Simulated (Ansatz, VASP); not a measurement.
**Co: VASP beside Ansatz**

INCAR

```
SYSTEM = Co
  PREC = Accurate
  ENCUT = 600
  EDIFF = 1E-6
  ISMEAR = 0
  SIGMA = 0.05
  LREAL = .FALSE.
  LASPH = .TRUE.
  NELM = 150
  ALGO = Normal
  ISIF = 3
  LWAVE = .FALSE.
  LCHARG = .FALSE.
  ISPIN = 2
  MAGMOM = 1.5 1.5
  LORBIT = 11
  LMAXMIX = 4
  IBRION = 2
  NSW = 80
  EDIFFG = -0.01
```

KPOINTS

```
regular mesh
0
G
  20 20 12
  0 0 0
```

File POSCAR:

```
Co
1.0
    2.5074000000      0.0000000000      0.0000000000
   -1.2537000000      2.1714720974      0.0000000000
    0.0000000000      0.0000000000      4.0699000000
Co
2
Direct
    0.3333333333      0.6666666667      0.2500000000
    0.6666666667      0.3333333333      0.7500000000
```

Input for Ansatz:

```yaml
crystal:
  lattice:
    - [2.5074, 0.0, 0.0]
    - [-1.2537, 2.1714720974, 0.0]
    - [0.0, 0.0, 4.0699]
  atoms:
    - { symbol: Co, position: [0.3333333333, 0.6666666667, 0.25], spin: 1.5 }
    - { symbol: Co, position: [0.6666666667, 0.3333333333, 0.75], spin: 1.5 }
basis:
  ecutwfc: 420
  ecutrho_ratio: 4
kpoints:
  mp_grid: { grid: [20, 20, 12] }
hamiltonian:
  xc: lda
scf:
  occupations: { method: gaussian, width: 0.05 }
output:
  forces: true
  stress: true
  eigenvalues: true
  populations: true
magnetization:
  spin_polarized: true
relax:
  f_tol: 0.01
  max_steps: 60
  cell: { stress_tol: 0.04 }
```

Alike in both runs: task relaxation of cell and atoms; functional LDA; k mesh 20 × 20 × 12; occupations gaussian, width 0.05 eV; collinear spin.

```csv
,VASP,Ansatz
version,VASP 6.6.1,Ansatz 0.2.0
potentials or method,"VASP PAW LDA potentials, release 64 (Co), cutoff 600 eV","scalar-relativistic, plane waves, PAW"
valence electrons in the cell,18,34
```

|  | VASP | Ansatz | Ansatz less VASP |
| --- | --- | --- | --- |
| gap on the k mesh at the Fermi level, each at its own relaxed structure (eV) | none | none | - |
| net moment per atom (μB) | 1.49 | 1.52 | +0.034 |
| size of the moment on the site where the two differ most (μB) | 1.48 | 1.57 | +0.085 |
| relaxed volume (Å³/atom) | 9.96 | 10.01 | +0.049 |
| relaxed length of the cell vector where the two differ most in proportion (Å) | 3.909 | 3.918 | +0.0086 |

LDA's correlation is that of Perdew and Zunger in VASP and of Perdew and Wang (1992) in Ansatz. Site moments also hang on the region over which each program counts them. A gap of «none» marks a metal or a gap that the smearing closes. VASP's potentials hold 18 valence electrons a cell and Ansatz's 34, so a difference there can come from the potentials and not from the codes.
